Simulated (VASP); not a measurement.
As, 1 atom in the cell. Symmetry: Fm-3m, No. 225, cubic system. Conventional cell: a = 4.410 Å, b = 4.410 Å, c = 4.410 Å, α = 90.00°, β = 90.00°, γ = 90.00°. As (site symmetry m-3m) has 12 As at 3.12 Å within 4.1 Å. 

| Item | Value |
| --- | --- |
| Program | VASP 6.6.1 |
| Task | single point |
| Functional | BLYP |
| Potentials or basis | VASP PAW PBE potentials, release 64 (As) |
| Cutoff | 520 eV |
| k mesh | 20 × 20 × 20 |
| Occupations | fermi-dirac, width 0.1 eV |
| Spin | no spin polarisation |
| Dipole correction | no |
| Further INCAR settings | ALGO = Normal; EDIFF = 1e-07; NBANDS = 8 |

Potentials or basis: VASP PAW PBE potentials, release 64 (As).

Run with:

```bash
$ cat potpaw_PBE.64/As/POTCAR > POTCAR
$ mpirun -np 1 vasp_std > vasp.out
```

Hardware: 1 thread of AMD EPYC 9R45 (Zen 5), with other jobs on the host.

Problem. Estimate the wall time of this run.

Solution. It took 21 s on 1 thread of AMD EPYC 9R45 (Zen 5), with other jobs on the host, peak memory 0.13 GiB. Counts: scf iterations 10, k points 256.
